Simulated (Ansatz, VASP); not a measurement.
**Two plane-wave programs on Al2Zn**

```xyz
3
Lattice="2.8235 0.0000 0.0000 -1.4117 2.4452 0.0000 0.0000 0.0000 7.6208" Properties=species:S:1:pos:R:3 pbc="T T T"
Al    0.0000    1.6301    2.5013
Al    1.4117    0.8151    5.1195
Zn    0.0000    0.0000    0.0000
```

Alike in both runs: task single point; functional LDA; k mesh 18 × 18 × 8; occupations gaussian, width 0.15 eV; no spin polarisation.

```csv
,VASP,Ansatz
version,VASP 6.6.1,Ansatz 0.2.0
potentials or method,"VASP PAW LDA potentials, release 64 (Al, Zn), cutoff 520 eV","scalar-relativistic, plane waves, PAW"
valence electrons in the cell,18,18
```

```tsv
	VASP	Ansatz	Ansatz less VASP
gap on the k mesh at the Fermi level (eV)	none	none	-
pressure (GPa)	-8.3	-8.5	-0.18
traceless stress, the component that is largest in VASP (GPa)	-2.36	-2.33	+0.035
```

LDA's correlation is that of Perdew and Zunger in VASP and of Perdew and Wang (1992) in Ansatz. A gap of «none» marks a metal or a gap that the smearing closes.
